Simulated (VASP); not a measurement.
# SiO2 (Cristobalite) (P4_12_12) in VASP: a series of runs, part 2 of 2

VASP 6.6.1.

**3. Single point, r2SCAN**

This run uses another cell than the first one, of 13.77 Å³/atom, 1.021 times its volume.

Contents of POSCAR:

```
SiO2
1.0
    4.9176971200      0.0000000000      0.0000000000
    0.0000000000      4.9176971200      0.0000000000
    0.0000000000      0.0000000000      6.8336228000
Si O
4 8
Direct
    0.3083011346      0.3083011346      0.0000000000
    0.1916988654      0.8083011346      0.2500000000
    0.6916988654      0.6916988654      0.5000000000
    0.8083011346      0.1916988654      0.7500000000
    0.2358009451      0.1210860105      0.1868072540
    0.3789139895      0.7358009451      0.4368072540
    0.7641990549      0.8789139895      0.6868072540
    0.6210860105      0.2641990549      0.9368072540
    0.7358009451      0.3789139895      0.5631927460
    0.8789139895      0.7641990549      0.3131927460
    0.2641990549      0.6210860105      0.0631927460
    0.1210860105      0.2358009451      0.8131927460
```

Contents of INCAR.step1:

```
SYSTEM = SiO2
PREC     = Accurate       ! precision mode
ENCUT    = 520            ! plane-wave cutoff, eV
ISMEAR   = -1             ! smearing method
SIGMA    = 0.02           ! smearing width, eV
LREAL    = .False.        ! projectors in reciprocal space
LASPH    = .True.         ! aspherical terms in the spheres
NELM     = 100            ! most SCF steps
NBANDS   = 44             ! bands
GGA      = PE             ! functional
ALGO     = Normal         ! electronic algorithm
EDIFF    = 1E-4           ! SCF threshold, eV
LWAVE    = .True.         ! write WAVECAR
LCHARG   = .False.        ! write CHGCAR
```

Contents of INCAR.step2:

```
SYSTEM = SiO2
PREC     = Accurate       ! precision mode
ENCUT    = 520            ! plane-wave cutoff, eV
EDIFF    = 1E-6           ! SCF threshold, eV
ISMEAR   = -1             ! smearing method
SIGMA    = 0.02           ! smearing width, eV
LREAL    = .False.        ! projectors in reciprocal space
LASPH    = .True.         ! aspherical terms in the spheres
NELM     = 100            ! most SCF steps
ALGO     = Normal         ! electronic algorithm
ISIF     = 2              ! what is computed and relaxed
LWAVE    = .False.        ! write WAVECAR
LCHARG   = .False.        ! write CHGCAR
METAGGA  = R2SCAN         ! meta-GGA
LMIXTAU  = .True.       
NBANDS   = 44             ! bands
ISTART   = 1
```

Contents of KPOINTS:

```
Automatic mesh
0
Gamma
  6 6 4
  0 0 0
```

Potentials or basis: VASP PAW PBE potentials, release 64 (Si, O).

On the command line:

```
$ cat potpaw_PBE.64/Si/POTCAR potpaw_PBE.64/O/POTCAR > POTCAR
$ cp INCAR.step1 INCAR
$ mpirun -np 1 vasp_std > vasp.out
$ cp INCAR.step2 INCAR
$ mpirun -np 1 vasp_std > vasp.out
```

OUTCAR:

```text
SYSTEM = SiO2
   PREC = Accurate
   ENCUT = 520
   EDIFF = 1E-6
   ISMEAR = -1
   LREAL = .False.
   LASPH = .True.
   NELM = 100
   ISIF = 2
   METAGGA = R2SCAN
   ISTART = 1

 ion  position               nearest neighbor table
   1  0.308  0.308  0.000-   8 1.61  11 1.61   5 1.61  12 1.61   2 3.05   4 3.05   2 3.05   4 3.05

   2  0.192  0.808  0.250-   5 1.61  10 1.61   6 1.61  11 1.61   1 3.05   3 3.05   1 3.05   3 3.05

   3  0.692  0.692  0.500-   6 1.61   9 1.61   7 1.61  10 1.61   2 3.05   4 3.05   4 3.05   2 3.05

   4  0.808  0.192  0.750-   7 1.61  12 1.61   9 1.61   8 1.61   1 3.05   3 3.05   3 3.05   1 3.05

   5  0.236  0.121  0.187-   2 1.61   1 1.61
   6  0.379  0.736  0.437-   3 1.61   2 1.61
   7  0.764  0.879  0.687-   4 1.61   3 1.61
   8  0.621  0.264  0.937-   1 1.61   4 1.61
   9  0.736  0.379  0.563-   3 1.61   4 1.61
  10  0.879  0.764  0.313-   2 1.61   3 1.61
  11  0.264  0.621  0.063-   1 1.61   2 1.61
  12  0.121  0.236  0.813-   4 1.61   1 1.61

  LATTYP: Found a simple tetragonal cell.
 ALAT       =     4.9176971200
 C/A-ratio  =     1.3895981459

  Lattice vectors:

 A1 = (   4.9176971200,   0.0000000000,   0.0000000000)
 A2 = (   0.0000000000,   4.9176971200,   0.0000000000)
 A3 = (   0.0000000000,   0.0000000000,   6.8336228000)

Analysis of symmetry for initial positions (statically):
=====================================================================
 Subroutine PRICEL returns:
 Original cell was already a primitive cell.

 Routine SETGRP: Setting up the symmetry group for a
 simple tetragonal supercell.

 Subroutine GETGRP returns: Found  8 space group operations
[... 157 lines left out ...]
   IMIX   =      4    mixing-type and parameters
     AMIX     =   0.40;   BMIX     =  1.00
     AMIX_MAG =   1.60;   BMIX_MAG =  1.00
  volume/ion in A,a.u.               =      13.77        92.94
  Fermi-wavevector in a.u.,A,eV,Ry     =   1.193283  2.254977 19.373653  1.423923
  Thomas-Fermi vector in A             =   2.329301
   LORBIT       =      0    0 simple, 1 ext, 2 COOP (PROOUT), +10 PAW based schemes
   METAGGA = R2SCAN    functional components
   LHFCALC =     F    Hartree Fock is set to
   AEXX    =    0.0000 exact exchange contribution
   IVDW    =     0    specifies the selected vdW correction
   LEPSILON=     F    determine dielectric tensor
   LRPA    =     F    only Hartree local field effects (RPA)
 non-spin polarized calculation
  energy-cutoff  :      520.00
  volume of cell :      165.26
 maximum number of plane-waves:      4472
 NGX is ok and might be reduce to    40
   NGX = 19   NGY = 19   NGZ = 25

 number of electron      64.0000002 magnetization

 Free energy of the ion-electron system (eV)
  ---------------------------------------------------
  ext. energy  EPLUGINS =         0.00000000
  ---------------------------------------------------
  free energy    TOTEN  =      -119.14043318 eV

  energy without entropy =     -119.14043318  energy(sigma->0) =     -119.14043318

 E-fermi :   0.4157     XC(G=0):  -9.1188

 val. band max:       -0.0570460508   @ k =   0.0000   0.0000   0.0000
 cond. band min:       6.3733920756   @ k =   0.0000   0.0000   0.0000
 fundamental gap:      6.4304381265
 Fermi energy:         0.4156910407

 k-point     1 :       0.0000    0.0000    0.0000
  band No.  band energies     occupation
      1     -20.5275      2.00000
      2     -19.6107      2.00000
      3     -19.6107      2.00000
      4     -18.4792      2.00000
      5     -18.4031      2.00000
      6     -18.3993      2.00000
[... 1117 lines left out ...]
     43      12.3905      0.00000
     44      12.3905      0.00000

 [... further k-points ...]
[... 5 lines left out ...]
  --------------------------------------------------------------------------------------
  -------------------------------------------------------------------------------------
  Total        0.9969601      0.9969601      0.5542040     -0.0000000      0.0000000      0.0000000
  in kB        9.6652655      9.6652655      5.3728620     -0.0000000      0.0000000      0.0000000
  external PRESSURE =       8.2344644 kB  Pullay stress =       0.0000000 kB

 VOLUME and BASIS-vectors are now :
 -----------------------------------------------------------------------------
  energy-cutoff  :      520.00
  volume of cell :      165.26
      direct lattice vectors                 reciprocal lattice vectors
     4.917697120  0.000000000  0.000000000     0.203347212  0.000000000  0.000000000
     0.000000000  4.917697120  0.000000000     0.000000000  0.203347212  0.000000000
     0.000000000  0.000000000  6.833622800     0.000000000  0.000000000  0.146335265

 POSITION                                       TOTAL-FORCE (eV/Angst)
 -----------------------------------------------------------------------------------
      1.51613      1.51613      0.00000         0.023750      0.023750     -0.000000
      0.94272      3.97498      1.70841        -0.023750      0.023750     -0.000000
      3.40157      3.40157      3.41681        -0.023750     -0.023750     -0.000000
      3.97498      0.94272      5.12522         0.023750     -0.023750     -0.000000
      1.15960      0.59546      1.27657         0.000584      0.002185     -0.007519
      1.86338      3.61845      2.98498        -0.002185      0.000584     -0.007519
      3.75810      4.32223      4.69338        -0.000584     -0.002185     -0.007519
      3.05431      1.29925      6.40179         0.002185     -0.000584     -0.007519
      3.61845      1.86338      3.84865         0.000584     -0.002185      0.007519
      4.32223      3.75810      2.14024        -0.002185     -0.000584      0.007519
      1.29925      3.05431      0.43184        -0.000584      0.002185      0.007519
      0.59546      1.15960      5.55705         0.002185      0.000584      0.007519
 -----------------------------------------------------------------------------------
    total drift:                               -0.000000      0.000000     -0.000000

  FREE ENERGIE OF THE ION-ELECTRON SYSTEM (eV)
  ---------------------------------------------------
  free  energy   TOTEN  =      -119.1404331837 eV

  energy  without entropy=     -119.1404331837  energy(sigma->0) =     -119.14043318
```

OUTCAR.step1:

```text
SYSTEM = SiO2
   PREC = Accurate
   ENCUT = 520
   ISMEAR = -1
   LREAL = .False.
   LASPH = .True.
   NELM = 100
[... 1394 lines left out ...]
      4.32223      3.75810      2.14024        -0.156878      0.037419     -0.237615
      1.29925      3.05431      0.43184         0.037419      0.156878     -0.237615
      0.59546      1.15960      5.55705         0.156878     -0.037419     -0.237615
 -----------------------------------------------------------------------------------
    total drift:                               -0.000000      0.000000     -0.000000

  FREE ENERGIE OF THE ION-ELECTRON SYSTEM (eV)
  ---------------------------------------------------
  free  energy   TOTEN  =       -94.7769413073 eV

  energy  without entropy=      -94.7769413073  energy(sigma->0) =      -94.77694131
```

Wall time 23 min (1 thread of Oxide Virtual Turin-like, shared host); peak memory 0.36 GiB.

What came out:

```
Free energy            : -119.1404 eV
Pressure               : 0.8 GPa
Largest force          : 0.034 eV/Å
Band gap on the k mesh : 6.43 eV, direct
```

Forces in eV/Å, atoms in the order of the input:
```
Si   0.024  0.024  0.000
Si  -0.024  0.024  0.000
Si  -0.024 -0.024  0.000
Si   0.024 -0.024  0.000
O    0.001  0.002 -0.008
O   -0.002  0.001 -0.008
O   -0.001 -0.002 -0.008
O    0.002 -0.001 -0.008
O    0.001 -0.002  0.008
O   -0.002 -0.001  0.008
O   -0.001  0.002  0.008
O    0.002  0.001  0.008
```

Levels at points of the mesh, in eV from the valence-band top:
```csv
k point,band 30,band 31,band 32,band 33,band 34,band 35
"(0.00, 0.00, 0.00)",-0.36,-0.36,0.00,6.43,9.70,9.70
"(0.50, 0.00, 0.00)",-0.67,-0.51,-0.51,8.59,8.59,10.09
"(0.50, 0.50, 0.00)",-0.59,-0.52,-0.52,9.55,9.55,9.72
"(0.00, 0.00, 0.50)",-0.58,-0.38,-0.38,7.77,7.77,10.27
"(0.50, 0.00, 0.50)",-0.93,-0.20,-0.20,9.03,9.03,9.82
"(0.50, 0.50, 0.50)",-0.58,-0.58,-0.58,10.07,10.07,10.07
```

Caveat: the PAW data sets were made with another functional, which shifts forces and pressure a little.
